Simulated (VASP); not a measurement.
# Au (C2/m) in VASP: single point with PBE

Aim: the single point of Au with PBE.

Program: VASP 6.6.1. These are calculated values, not measurements. Logs are shortened: lines on timing, memory, paths and dates and some standing lists are left out, and cuts for length are marked.

### Step 1. The cell of the first run

The structure is monoclinic, space group C2/m (No. 12). Conventional cell: a = 5.010 Å, b = 2.893 Å, c = 14.325 Å, α = 90.00°, β = 98.38°, γ = 90.00°. Within 3.2 Å of Au (site symmetry m) lie 10 Au at 2.40 to 2.89 Å. Within 3.8 Å of Au (site symmetry m) lie 12 Au at 2.89 Å. Within 3.8 Å of Au (site symmetry m) lie 12 Au at 2.89 Å.

### Step 2. Single point, PBE (the part above a cut slid along it)

Input file INCAR:

```
PREC = Accurate
ENCUT = 520
EDIFF = 1E-6
ISMEAR = 0
SIGMA = 0.15
LREAL = False
LASPH = True
NELM = 60
ALGO = Fast
ISIF = 2
LWAVE = False
LCHARG = False
GGA = PE
NBANDS = 42
```

Input file KPOINTS:

```
regular mesh
0
Gamma
  18 18 4
```

Input file POSCAR:

```
Au
1.0
    2.0455000000     -2.0455000000      0.0000000000
    2.0455000000      0.0000000000     -2.0455000000
    9.8867197000      7.3296401500      7.3296401500
Au
6
Direct
    0.6319486117      0.6319486117      0.0833166667
   -0.3819680550     -0.3819680550      0.9166500000
    0.2291652783      0.2291652783      0.2499833333
    0.4235986117      0.4235986117      0.5833166667
   -0.1736180550     -0.1736180550      0.4166500000
    0.0208152783      0.0208152783      0.7499833333
```

Potentials or basis: VASP PAW PBE potentials, release 64 (Au).

The run is started by

```
> cat potpaw_PBE.64/Au/POTCAR > POTCAR
> mpirun -np 1 vasp_std > vasp.out
```

OUTCAR:

```text
PREC = Accurate
   ENCUT = 520
   EDIFF = 1E-6
   ISMEAR = 0
   LREAL = False
   LASPH = True
   NELM = 60
   ISIF = 2
   GGA = PE

 ion  position               nearest neighbor table
   1  0.632  0.632  0.083-   2 2.40   3 2.89   3 2.89   3 2.89   2 3.47   2 3.47
   2  0.618  0.618  0.917-   1 2.40   6 2.89   6 2.89   6 2.89   1 3.47   1 3.47
   3  0.229  0.229  0.250-   1 2.89   1 2.89   1 2.89   5 2.89   5 2.89   5 2.89
   4  0.424  0.424  0.583-   6 2.89   6 2.89   6 2.89   5 2.89   5 2.89   5 2.89
   5  0.826  0.826  0.417-   3 2.89   4 2.89   3 2.89   3 2.89   4 2.89   4 2.89
   6  0.021  0.021  0.750-   4 2.89   4 2.89   4 2.89   2 2.89   2 2.89   2 2.89

  LATTYP: Found a base centered monoclinic cell.
 ALAT       =     5.0104312689
 B/A-ratio  =     0.5773502692
 C/A-ratio  =     2.8589576580
 COS(beta)  =    -0.1457524209

  Lattice vectors:

 A1 = (  -2.0455000000,   2.0455000000,   0.0000000000)
 A2 = (  -2.0455000000,   0.0000000000,   2.0455000000)
 A3 = (   9.8867197000,   7.3296401500,   7.3296401500)

Analysis of symmetry for initial positions (statically):
=====================================================================
 Subroutine PRICEL returns:
 Original cell was already a primitive cell.

 Routine SETGRP: Setting up the symmetry group for a
 base centered monoclinic supercell.

 Subroutine GETGRP returns: Found  4 space group operations
 (whereof  2 operations were pure point group operations)
 out of a pool of  4 trial point group operations.

The static configuration has the point symmetry C_1h.
 The point group associated with its full space group is C_2h.

Analysis of symmetry for dynamics (positions and initial velocities):
=====================================================================
 Subroutine PRICEL returns:
 Original cell was already a primitive cell.

 Routine SETGRP: Setting up the symmetry group for a
 base centered monoclinic supercell.

 Subroutine GETGRP returns: Found  4 space group operations
 (whereof  2 operations were pure point group operations)
 out of a pool of  4 trial point group operations.

The dynamic configuration has the point symmetry C_1h.
 The point group associated with its full space group is C_2h.

 Subroutine INISYM returns: Found  4 space group operations
 (whereof  2 operations are pure point group operations),
 and found     1 'primitive' translations

----------------------------------------------------------------------------------------

                                     Primitive cell

  volume of cell :     102.7022

  direct lattice vectors                    reciprocal lattice vectors
     2.045500000 -2.045500000  0.000000000     0.145983052 -0.342894973  0.145983052
     2.045500000  0.000000000 -2.045500000     0.145983052  0.145983052 -0.342894973
     9.886719700  7.329640150  7.329640150     0.040739835  0.040739835  0.040739835

  length of vectors
     2.892773842  2.892773842 14.324610846     0.400248754  0.400248754  0.070563465

  position of ions in fractional coordinates (direct lattice)
     0.631948612  0.631948612  0.083316667
     0.618031945  0.618031945  0.916650000
     0.229165278  0.229165278  0.249983333
     0.423598612  0.423598612  0.583316667
     0.826381945  0.826381945  0.416650000
     0.020815278  0.020815278  0.749983333

  ion indices of the primitive-cell ions
   primitive index   ion index
                 1           1
                 2           2
                 3           3
                 4           4
                 5           5
                 6           6

----------------------------------------------------------------------------------------

 KPOINTS: regular mesh

Automatic generation of k-mesh.
 Grid dimensions read from file:
 generate k-points for:   18   18    4

 Generating k-lattice:

  Cartesian coordinates                     Fractional coordinates (reciprocal lattice)
     0.008110170 -0.019049721  0.008110170     0.055555556  0.000000000  0.000000000
     0.008110170  0.008110170 -0.019049721     0.000000000  0.055555556  0.000000000
     0.010184959  0.010184959  0.010184959     0.000000000  0.000000000  0.250000000

  Length of vectors
     0.022236042  0.022236042  0.017640866

  Shift w.r.t. Gamma in fractional coordinates (k-lattice)
     0.000000000  0.000000000  0.000000000

 Subroutine IBZKPT returns following result:
 ===========================================

 Found    353 irreducible k-points:

 Following reciprocal coordinates:
            Coordinates               Weight
  0.000000  0.000000  0.000000      1.000000
  0.055556  0.000000 -0.000000      4.000000
  0.111111  0.000000 -0.000000      4.000000
  0.166667  0.000000 -0.000000      4.000000
  0.222222  0.000000  0.000000      4.000000
  0.277778  0.000000 -0.000000      4.000000
[... 16 lines left out ...]
 -0.277778  0.055556  0.000000      4.000000
 -0.222222  0.055556 -0.000000      4.000000
 [... further k-points ...]
   k-points           NKPTS =    353   k-points in BZ     NKDIM =    353   number of bands    NBANDS=     42
   number of dos      NEDOS =    301   number of ions     NIONS =      6
   total plane-waves  NPLWV =  62208
   dimension x,y,z NGX =    24 NGY =   24 NGZ =  108
   dimension x,y,z NGXF=    48 NGYF=   48 NGZF=  216
   ions per type =               6
   NGX,Y,Z   is equivalent  to a cutoff of  13.79, 13.79, 12.53 a.u.
   NGXF,Y,Z  is equivalent  to a cutoff of  27.59, 27.59, 25.07 a.u.
 SYSTEM =  unknown system
   PREC   = accura    normal or accurate (medium, high low for compatibility)
   ISTART =      0    job   : 0-new  1-cont  2-samecut
   ICHARG =      2    charge: 1-file 2-atom 10-const
   ISPIN  =      1    spin polarized calculation?
   LNONCOLLINEAR =      F non collinear calculations
   LSORBIT =      F    spin-orbit coupling
   LASPH  =      T    aspherical Exc in radial PAW
   ENCUT  =  520.0 eV  38.22 Ry    6.18 a.u.   5.38  5.38 26.63*2*pi/ulx,y,z
   NELM   =     60;   NELMIN=  2; NELMDL= -5     # of ELM steps
   EDIFF  = 0.1E-05   stopping-criterion for ELM
   LREAL  =      F    real-space projection
   EDIFFG = 0.1E-04   stopping-criterion for IOM
   NSW    =      0    number of steps for IOM
   IBRION =     -1    ionic relax: 0-MD 1-quasi-New 2-CG
   NFREE  =      0    steps in history (QN), initial steepest desc. (CG)
   ISIF   =      2    stress and relaxation
   ISYM   =      2    0-nonsym 1-usesym 2-fastsym
   POTIM  = 0.5000    time-step for ionic-motion
   TEBEG  =    0.0;   TEEND  =   0.0 temperature during run
   PSTRESS=    0.0 pullay stress
   NELECT =      66.0000    total number of electrons
   NUPDOWN=      -1.0000    fix difference up-down
   EMIN   =  10.00;   EMAX   =-10.00  energy-range for DOS
   EFERMI =   0.00;   METHOD = LEGACY
   ISMEAR =     0;   SIGMA  =   0.15  broadening in eV -4-tet -1-fermi 0-gaus
   EFERMI_NEDOS =   21; number of points for ismear=-14 and -15
   IALGO  =     68    algorithm
   IMIX   =      4    mixing-type and parameters
     AMIX     =   0.40;   BMIX     =  1.00
     AMIX_MAG =   1.60;   BMIX_MAG =  1.00
  volume/ion in A,a.u.               =      17.12       115.51
  Fermi-wavevector in a.u.,A,eV,Ry     =   1.412742  2.669696 27.155058  1.995840
  Thomas-Fermi vector in A             =   2.534459
   LORBIT       =      0    0 simple, 1 ext, 2 COOP (PROOUT), +10 PAW based schemes
   GGA     = PE    functional components
   LHFCALC =     F    Hartree Fock is set to
   AEXX    =    0.0000 exact exchange contribution
   IVDW    =     0    specifies the selected vdW correction
   LEPSILON=     F    determine dielectric tensor
   LRPA    =     F    only Hartree local field effects (RPA)
 non-spin polarized calculation
 RMM-DIIS sequential band-by-band and
 Gauss-broadening in eV      SIGMA  =   0.15
  energy-cutoff  :      520.00
  volume of cell :      102.70
 maximum number of plane-waves:      2814
 NGX is ok and might be reduce to    24
   NGX = 11   NGY = 11   NGZ = 53

 number of electron      66.0000005 magnetization

 Free energy of the ion-electron system (eV)
  ---------------------------------------------------
  ext. energy  EPLUGINS =         0.00000000
  ---------------------------------------------------
  free energy    TOTEN  =       -18.58784999 eV

  energy without entropy =      -18.56963304  energy(sigma->0) =      -18.57874151

 E-fermi :   9.3687     XC(G=0): -12.6767

 val. band max:        9.3649137144   @ k =  -0.2222   0.0000   0.2500
 cond. band min:       9.3707610700   @ k =   0.1111   0.0556   0.2500
 fundamental gap:      0.0058473556
 Fermi energy:         9.3687475699

 k-point     1 :       0.0000    0.0000    0.0000
  band No.  band energies     occupation
      1      -0.4102      2.00000
      2       0.4956      2.00000
      3       0.5482      2.00000
      4       1.9045      2.00000
      5       2.0111      2.00000
      6       2.3461      2.00000
[... 34 lines left out ...]
     41      23.4835      0.00000
     42      23.6107      0.00000

 k-point     2 :       0.0556    0.0000   -0.0000
  band No.  band energies     occupation
      1      -0.3155      2.00000
      2       0.5666      2.00000
      3       0.6586      2.00000
      4       1.9867      2.00000
      5       2.0975      2.00000
      6       2.4271      2.00000
[... 34 lines left out ...]
     41      23.5701      0.00000
     42      23.7109      0.00000

 k-point     3 :       0.1111    0.0000   -0.0000
  band No.  band energies     occupation
      1      -0.0374      2.00000
      2       0.7940      2.00000
      3       0.9548      2.00000
      4       2.2207      2.00000
      5       2.3404      2.00000
      6       2.6548      2.00000
[... 34 lines left out ...]
     41      23.4369      0.00000
     42      23.7426      0.00000

 k-point     4 :       0.1667    0.0000   -0.0000
  band No.  band energies     occupation
      1       0.4026      2.00000
      2       1.1512      2.00000
      3       1.3892      2.00000
      4       2.5484      2.00000
      5       2.6894      2.00000
      6       2.9680      2.00000
[... 844 lines left out ...]
     41      17.2977      0.00000
     42      18.3226      0.00000

 k-point    23 :      -0.2778    0.0556    0.0000
  band No.  band energies     occupation
      1       1.8655      2.00000
      2       2.0670      2.00000
      3       2.5066      2.00000
      4       2.8804      2.00000
      5       3.0653      2.00000
      6       3.1506      2.00000
[... 34 lines left out ...]
     41      18.9017      0.00000
     42      19.1383      0.00000

 k-point    24 :      -0.2222    0.0556   -0.0000
  band No.  band energies     occupation
      1       1.3124      2.00000
      2       1.8327      2.00000
      3       2.1292      2.00000
      4       2.9368      2.00000
      5       3.1952      2.00000
      6       3.2322      2.00000
[... 34 lines left out ...]
     41      19.8695      0.00000
     42      20.4825      0.00000

 [... further k-points ...]

------------------------ aborting loop because EDIFF is reached ----------------------------------------

  FORCE on cell =-STRESS in cart. coord.  units (eV):
  Direction    XX          YY          ZZ          XY          YZ          ZX
  --------------------------------------------------------------------------------------
  -------------------------------------------------------------------------------------
  Total        9.1436561      6.6405136      6.6405136      3.3771408      2.3512453      3.3771408
  in kB      142.6431006    103.5935114    103.5935114     52.6841593     36.6799570     52.6841596
  external PRESSURE =     116.6100412 kB  Pullay stress =       0.0000000 kB

 VOLUME and BASIS-vectors are now :
 -----------------------------------------------------------------------------
  energy-cutoff  :      520.00
  volume of cell :      102.70
      direct lattice vectors                 reciprocal lattice vectors
     2.045500000 -2.045500000  0.000000000     0.145983052 -0.342894973  0.145983052
     2.045500000  0.000000000 -2.045500000     0.145983052  0.145983052 -0.342894973
     9.886719700  7.329640150  7.329640150     0.040739835  0.040739835  0.040739835

 POSITION                                       TOTAL-FORCE (eV/Angst)
 -----------------------------------------------------------------------------------
      3.40903     -0.68197     -0.68197         2.543011      1.677348      1.677348
     11.59103      5.45453      5.45453        -2.543011     -1.677348     -1.677348
      3.40903      1.36353      1.36353         0.060920      0.063310      0.063310
      7.50003      3.40903      3.40903        -0.013587     -0.015530     -0.015530
      7.50003      1.36353      1.36353         0.013587      0.015530      0.015530
      7.50003      5.45453      5.45453        -0.060920     -0.063310     -0.063310
 -----------------------------------------------------------------------------------
    total drift:                               -0.000000      0.000000      0.000000

  FREE ENERGIE OF THE ION-ELECTRON SYSTEM (eV)
  ---------------------------------------------------
  free  energy   TOTEN  =       -18.5878499874 eV

  energy  without entropy=      -18.5696330422  energy(sigma->0) =      -18.57874151
```

It took 40 min on 1 thread of Oxide Virtual Turin-like, shared host; peak memory 1 GiB.

Results:

| Property | Result |
| --- | --- |
| Free energy | -18.5878 eV |
| Pressure | 11.7 GPa |
| Largest force | 3.478 eV/Å |
| Band gap on the k mesh | zero (bands 33 and 34 overlap by 4.83 eV) |

Forces on the atoms (eV/Å):
```
Au   2.543  1.677  1.677
Au  -2.543 -1.677 -1.677
Au   0.061  0.063  0.063
Au  -0.014 -0.016 -0.016
Au   0.014  0.016  0.016
Au  -0.061 -0.063 -0.063
```

Stress tensor (GPa, compression positive):
```
14.26  5.27  5.27
 5.27 10.36  3.67
 5.27  3.67 10.36
```

Levels at points of the mesh, in eV from the Fermi level:
| k point | band 32 | band 33 | band 34 | band 35 | band 36 | band 37 |
| --- | --- | --- | --- | --- | --- | --- |
| (0.00, 0.00, 0.00) | -2.14 | -2.11 | -2.09 | -1.93 | -0.87 | 3.35 |
| (0.50, 0.00, 0.00) | 0.56 | 0.56 | 1.10 | 1.14 | 1.94 | 3.12 |
| (0.50, 0.50, 0.00) | -0.10 | 1.00 | 1.05 | 1.12 | 1.81 | 2.74 |
| (0.00, 0.00, 0.50) | -2.42 | -2.16 | -1.97 | -1.94 | -1.83 | 4.78 |
| (0.50, 0.00, 0.50) | -0.12 | 0.98 | 1.01 | 1.12 | 1.94 | 3.09 |
| (0.50, 0.50, 0.50) | 0.62 | 0.71 | 1.10 | 1.14 | 1.82 | 2.69 |

Caveat: the cell differs from its parent crystal (the part above a cut slid along it); the cell stands under pressure; spin-orbit coupling is left out, which moves the levels of the heavy elements; forces of over 1 eV/Å act on the atoms, so gaps and moduli don't describe the material at rest.
